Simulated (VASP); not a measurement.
# MgCd2Se3 (P6_3mc) in VASP: single point with r2SCAN

Aim: the single point of MgCd2Se3 with r2SCAN.

Program: VASP 6.6.1. These are calculated values, not measurements. Logs are shortened: lines on timing, memory, paths and dates and some standing lists are left out, and cuts for length are marked.

## 1. The cell of the first run

It takes space group P6_3mc (No. 186, hexagonal). The conventional cell has a = 4.342 Å, b = 4.342 Å, c = 21.169 Å, α = 90.00°, β = 90.00°, γ = 120.00°. Within 3.4 Å of Mg (site symmetry 3m) lie 4 Se at 2.61 to 2.62 Å. Within 3.5 Å of Cd (site symmetry 3m) lie 4 Se at 2.67 to 2.68 Å. Within 3.5 Å of Cd (site symmetry 3m) lie 4 Se at 2.67 to 2.68 Å. Within 3.5 Å of Se (site symmetry 3m) lie 4 Cd at 2.67 to 2.68 Å. Within 3.4 Å of Se (site symmetry 3m) lie 1 Mg at 2.61 Å and 3 Cd at 2.67 Å. Within 3.5 Å of Se (site symmetry 3m) lie 3 Mg at 2.62 Å and 1 Cd at 2.68 Å.

## 2. Single point, r2SCAN

Input file POSCAR:

```
MgCd2Se3
1.0
    4.3424622114      0.0000000000      0.0000000000
   -2.1712311057      3.7606825901      0.0000000000
    0.0000000000      0.0000000000     21.1685868000
Mg Cd Se
2 4 6
Direct
    0.6666666667      0.3333333333      0.3318170000
    0.3333333333      0.6666666667      0.8318170000
    0.6666666667      0.3333333333      0.9984630000
    0.6666666667      0.3333333333      0.6688710000
    0.3333333333      0.6666666667      0.1688710000
    0.3333333333      0.6666666667      0.4984630000
    0.6666666667      0.3333333333      0.1252810000
    0.6666666667      0.3333333333      0.4548870000
    0.6666666667      0.3333333333      0.7956810000
    0.3333333333      0.6666666667      0.2956810000
    0.3333333333      0.6666666667      0.6252810000
    0.3333333333      0.6666666667      0.9548870000
```

Input file INCAR.step1:

```
SYSTEM = MgCd2Se3
  PREC = Accurate
  ENCUT = 520
  ISMEAR = 0
  SIGMA = 0.02
  LREAL = .FALSE.
  LASPH = .TRUE.
  NELM = 100
  NBANDS = 56
  GGA = PE
  ALGO = Normal
  EDIFF = 1E-4
  LWAVE = .TRUE.
  LCHARG = .FALSE.
```

Input file INCAR.step2:

```
SYSTEM = MgCd2Se3
  PREC = Accurate
  ENCUT = 520
  EDIFF = 1E-6
  ISMEAR = 0
  SIGMA = 0.02
  LREAL = .FALSE.
  LASPH = .TRUE.
  NELM = 100
  ALGO = Normal
  ISIF = 2
  LWAVE = .FALSE.
  LCHARG = .FALSE.
  METAGGA = R2SCAN
  LMIXTAU = .TRUE.
  NBANDS = 56
  ISTART = 1
```

Input file KPOINTS:

```
Automatic mesh
0
G
  6 6 2
  0 0 0
```

Potentials or basis: VASP PAW PBE potentials, release 64 (Mg, Cd, Se).

Started as:

```sh
$ cat potpaw_PBE.64/Mg/POTCAR potpaw_PBE.64/Cd/POTCAR potpaw_PBE.64/Se/POTCAR > POTCAR
$ cp INCAR.step1 INCAR
$ mpirun -np 1 vasp_std > vasp.out
$ cp INCAR.step2 INCAR
$ mpirun -np 1 vasp_std > vasp.out
```

OUTCAR:

```text
SYSTEM = MgCd2Se3
   PREC = Accurate
   ENCUT = 520
   EDIFF = 1E-6
   ISMEAR = 0
   LREAL = .FALSE.
   LASPH = .TRUE.
   NELM = 100
   ISIF = 2
   METAGGA = R2SCAN
   ISTART = 1

 ion  position               nearest neighbor table
   1  0.667  0.333  0.332-   8 2.61  10 2.62  10 2.62  10 2.62
   2  0.333  0.667  0.832-  12 2.61   9 2.62   9 2.62   9 2.62
   3  0.667  0.333  0.998-  12 2.67  12 2.67  12 2.67   7 2.68
   4  0.667  0.333  0.669-  11 2.67  11 2.67  11 2.67   9 2.68
   5  0.333  0.667  0.169-   7 2.67   7 2.67   7 2.67  10 2.68
   6  0.333  0.667  0.498-   8 2.67   8 2.67   8 2.67  11 2.68
   7  0.667  0.333  0.125-   5 2.67   5 2.67   5 2.67   3 2.68
   8  0.667  0.333  0.455-   1 2.61   6 2.67   6 2.67   6 2.67
   9  0.667  0.333  0.796-   2 2.62   2 2.62   2 2.62   4 2.68
  10  0.333  0.667  0.296-   1 2.62   1 2.62   1 2.62   5 2.68
  11  0.333  0.667  0.625-   4 2.67   4 2.67   4 2.67   6 2.68
  12  0.333  0.667  0.955-   2 2.61   3 2.67   3 2.67   3 2.67

  LATTYP: Found a hexagonal cell.
 ALAT       =     4.3424622114
 C/A-ratio  =     4.8747889491

  Lattice vectors:

 A1 = (   4.3424622114,   0.0000000000,   0.0000000000)
 A2 = (  -2.1712311057,   3.7606825901,   0.0000000000)
 A3 = (   0.0000000000,   0.0000000000,  21.1685868000)

Analysis of symmetry for initial positions (statically):
=====================================================================
 Subroutine PRICEL returns:
 Original cell was already a primitive cell.

 Routine SETGRP: Setting up the symmetry group for a
 hexagonal supercell.

 Subroutine GETGRP returns: Found 12 space group operations
 (whereof  6 operations were pure point group operations)
 out of a pool of 24 trial point group operations.

The static configuration has the point symmetry C_3v.
 The point group associated with its full space group is C_6v.

Analysis of symmetry for dynamics (positions and initial velocities):
=====================================================================
 Subroutine PRICEL returns:
 Original cell was already a primitive cell.

 Routine SETGRP: Setting up the symmetry group for a
 hexagonal supercell.

 Subroutine GETGRP returns: Found 12 space group operations
 (whereof  6 operations were pure point group operations)
 out of a pool of 24 trial point group operations.

[... 116 lines left out ...]
   ISIF   =      2    stress and relaxation
   ISYM   =      2    0-nonsym 1-usesym 2-fastsym
   POTIM  = 0.5000    time-step for ionic-motion
   TEBEG  =    0.0;   TEEND  =   0.0 temperature during run
   PSTRESS=    0.0 pullay stress
   NELECT =      88.0000    total number of electrons
   NUPDOWN=      -1.0000    fix difference up-down
   EMIN   =  10.00;   EMAX   =-10.00  energy-range for DOS
   EFERMI =   0.00;   METHOD = LEGACY
   ISMEAR =     0;   SIGMA  =   0.02  broadening in eV -4-tet -1-fermi 0-gaus
   EFERMI_NEDOS =   21; number of points for ismear=-14 and -15
   IALGO  =     38    algorithm
   IMIX   =      4    mixing-type and parameters
     AMIX     =   0.40;   BMIX     =  1.00
     AMIX_MAG =   1.60;   BMIX_MAG =  1.00
  volume/ion in A,a.u.               =      28.81       194.41
  Fermi-wavevector in a.u.,A,eV,Ry     =   1.037538  1.960663 14.646481  1.076486
  Thomas-Fermi vector in A             =   2.171981
   LORBIT       =      0    0 simple, 1 ext, 2 COOP (PROOUT), +10 PAW based schemes
   METAGGA = R2SCAN    functional components
   LHFCALC =     F    Hartree Fock is set to
   AEXX    =    0.0000 exact exchange contribution
   IVDW    =     0    specifies the selected vdW correction
   LEPSILON=     F    determine dielectric tensor
   LRPA    =     F    only Hartree local field effects (RPA)
 non-spin polarized calculation
 Gauss-broadening in eV      SIGMA  =   0.02
  energy-cutoff  :      520.00
  volume of cell :      345.70
 maximum number of plane-waves:      9342
   NGX = 17   NGY = 17   NGZ = 79

 number of electron      87.9999990 magnetization

 Free energy of the ion-electron system (eV)
  ---------------------------------------------------
  ext. energy  EPLUGINS =         0.00000000
  ---------------------------------------------------
  free energy    TOTEN  =      -186.39546080 eV

  energy without entropy =     -186.39546080  energy(sigma->0) =     -186.39546080

 E-fermi :   0.4896     XC(G=0):  -8.9319

 val. band max:        0.3635222446   @ k =   0.0000   0.0000   0.0000
 cond. band min:       1.8722830649   @ k =   0.0000   0.0000   0.0000
 fundamental gap:      1.5087608203
 Fermi energy:         0.4896029057

 k-point     1 :       0.0000    0.0000    0.0000
  band No.  band energies     occupation
      1     -12.2527      2.00000
      2     -12.1840      2.00000
      3     -12.1272      2.00000
      4     -12.0140      2.00000
      5     -11.8451      2.00000
      6     -11.8011      2.00000
[... 815 lines left out ...]
     55       7.2183      0.00000
     56       7.2183      0.00000

------------------------ aborting loop because EDIFF is reached ----------------------------------------

  FORCE on cell =-STRESS in cart. coord.  units (eV):
  Direction    XX          YY          ZZ          XY          YZ          ZX
  --------------------------------------------------------------------------------------
  -------------------------------------------------------------------------------------
  Total       -2.7177710     -2.7177710     -2.6921009      0.0000000      0.0000000      0.0000000
  in kB      -12.5958899    -12.5958899    -12.4769179      0.0000000      0.0000000      0.0000000
  external PRESSURE =     -12.5562326 kB  Pullay stress =       0.0000000 kB

 VOLUME and BASIS-vectors are now :
 -----------------------------------------------------------------------------
  energy-cutoff  :      520.00
  volume of cell :      345.70
      direct lattice vectors                 reciprocal lattice vectors
     4.342462211  0.000000000  0.000000000     0.230284100  0.132954587  0.000000000
    -2.171231106  3.760682590  0.000000000     0.000000000  0.265909174  0.000000000
     0.000000000  0.000000000 21.168586800     0.000000000  0.000000000  0.047239809

 POSITION                                       TOTAL-FORCE (eV/Angst)
 -----------------------------------------------------------------------------------
      2.17123      1.25356      7.02410         0.000000      0.000000      0.022117
     -0.00000      2.50712     17.60839         0.000000     -0.000000      0.022117
      2.17123      1.25356     21.13605         0.000000     -0.000000     -0.000044
      2.17123      1.25356     14.15905         0.000000     -0.000000     -0.014731
     -0.00000      2.50712      3.57476        -0.000000     -0.000000     -0.014731
     -0.00000      2.50712     10.55176        -0.000000      0.000000     -0.000044
      2.17123      1.25356      2.65202        -0.000000      0.000000      0.004692
      2.17123      1.25356      9.62931        -0.000000      0.000000     -0.014796
      2.17123      1.25356     16.84344        -0.000000      0.000000      0.002763
     -0.00000      2.50712      6.25915         0.000000     -0.000000      0.002763
     -0.00000      2.50712     13.23632         0.000000     -0.000000      0.004692
     -0.00000      2.50712     20.21361         0.000000     -0.000000     -0.014796
 -----------------------------------------------------------------------------------
    total drift:                               -0.000001     -0.000000      0.003235

  FREE ENERGIE OF THE ION-ELECTRON SYSTEM (eV)
  ---------------------------------------------------
  free  energy   TOTEN  =      -186.3954607998 eV

  energy  without entropy=     -186.3954607998  energy(sigma->0) =     -186.39546080
```

OUTCAR.step1:

```text
SYSTEM = MgCd2Se3
   PREC = Accurate
   ENCUT = 520
   ISMEAR = 0
   LREAL = .FALSE.
   LASPH = .TRUE.
   NELM = 100
[... 1075 lines left out ...]
     -0.00000      2.50712      6.25915        -0.000000      0.000000      0.028525
     -0.00000      2.50712     13.23632         0.000000     -0.000000      0.000206
     -0.00000      2.50712     20.21361         0.000000      0.000000     -0.031807
 -----------------------------------------------------------------------------------
    total drift:                               -0.000001     -0.000000     -0.003320

  FREE ENERGIE OF THE ION-ELECTRON SYSTEM (eV)
  ---------------------------------------------------
  free  energy   TOTEN  =       -36.9880566274 eV

  energy  without entropy=      -36.9880566274  energy(sigma->0) =      -36.98805663
```

It took 10 min on 1 thread of Intel Xeon Platinum 8488C (Sapphire Rapids), shared host; peak memory 0.57 GiB.

Results:

| Quantity | Value |
| --- | --- |
| Free energy | -186.3955 eV |
| Pressure | -1.3 GPa |
| Largest force | 0.022 eV/Å |
| Band gap on the k mesh | 1.51 eV |

Forces on the atoms (eV/Å):
```
Mg   0.000  0.000  0.022
Mg   0.000  0.000  0.022
Cd   0.000  0.000  0.000
Cd   0.000  0.000 -0.015
Cd   0.000  0.000 -0.015
Cd   0.000  0.000  0.000
Se   0.000  0.000  0.005
Se   0.000  0.000 -0.015
Se   0.000  0.000  0.003
Se   0.000  0.000  0.003
Se   0.000  0.000  0.005
Se   0.000  0.000 -0.015
```

Caveat: the PAW data sets were made with another functional, which shifts forces and pressure a little.
